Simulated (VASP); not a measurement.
Set up this calculation in VASP 6.6.1, as the native input.

| Quantity | Value |
| --- | --- |
| Task | single point |
| Functional | r2SCAN |
| Potentials or basis | VASP PAW PBE potentials, release 64 (Sr_sv, Cl) |
| Cutoff | 520 eV |
| k mesh | 4 × 4 × 4 |
| Occupations | gaussian, width 0.01 eV |
| Spin | no spin polarisation |
| Dipole correction | no |
| Further INCAR settings | ALGO = Normal; EDIFF = 1e-06; NBANDS = 19 |

The system is SrCl2.

```
Sr Cl
1.0
     0.00000    3.49746    3.49746
     3.49746    0.00000    3.49746
     3.49746    3.49746    0.00000
Sr Cl
1 2
Direct
  0.00000 0.00000 0.00000
  0.25000 0.25000 0.25000
  0.75000 0.75000 0.75000
```

These files were run (other wordings do the same):

POSCAR

```
SrCl2
1.0
    0.0000000000      3.4974632708      3.4974632708
    3.4974632708      0.0000000000      3.4974632708
    3.4974632708      3.4974632708      0.0000000000
Sr Cl
1 2
Direct
    0.0000000000      0.0000000000      0.0000000000
    0.2500000000      0.2500000000      0.2500000000
    0.7500000000      0.7500000000      0.7500000000
```

INCAR.step1

```
SYSTEM = SrCl2
ALGO = Normal
EDIFF = 1E-4
ENCUT = 520
GGA = PE
ISMEAR = 0
LASPH = .TRUE.
LCHARG = .FALSE.
LREAL = .FALSE.
LWAVE = .TRUE.
NBANDS = 19
NELM = 60
PREC = Accurate
SIGMA = 0.01
```

INCAR.step2

```
SYSTEM = SrCl2
ALGO = Normal
EDIFF = 1E-6
ENCUT = 520
ISIF = 2
ISMEAR = 0
ISTART = 1
LASPH = .TRUE.
LCHARG = .FALSE.
LMIXTAU = .TRUE.
LREAL = .FALSE.
LWAVE = .FALSE.
METAGGA = R2SCAN
NBANDS = 19
NELM = 60
PREC = Accurate
SIGMA = 0.01
```

KPOINTS

```
k-points
0
G
  4 4 4
  0 0 0
```

Potentials or basis: VASP PAW PBE potentials, release 64 (Sr_sv, Cl).

Run with:

```bash
$ cat potpaw_PBE.64/Sr_sv/POTCAR potpaw_PBE.64/Cl/POTCAR > POTCAR
$ cp INCAR.step1 INCAR
$ mpirun -np 1 vasp_std > vasp.out
$ cp INCAR.step2 INCAR
$ mpirun -np 1 vasp_std > vasp.out
```

It gave:

| Property | Result |
| --- | --- |
| Pressure | 0.0 GPa |
| Band gap on the k mesh | 5.94 eV (least direct gap 5.99 eV) |

Caveat: the PAW data sets were made with another functional, which shifts forces and pressure a little.

Run time: 48 s on 1 thread of Intel(R) Xeon(R) 6975P-C (Granite Rapids) (shared host), peak memory 0.25 GiB.
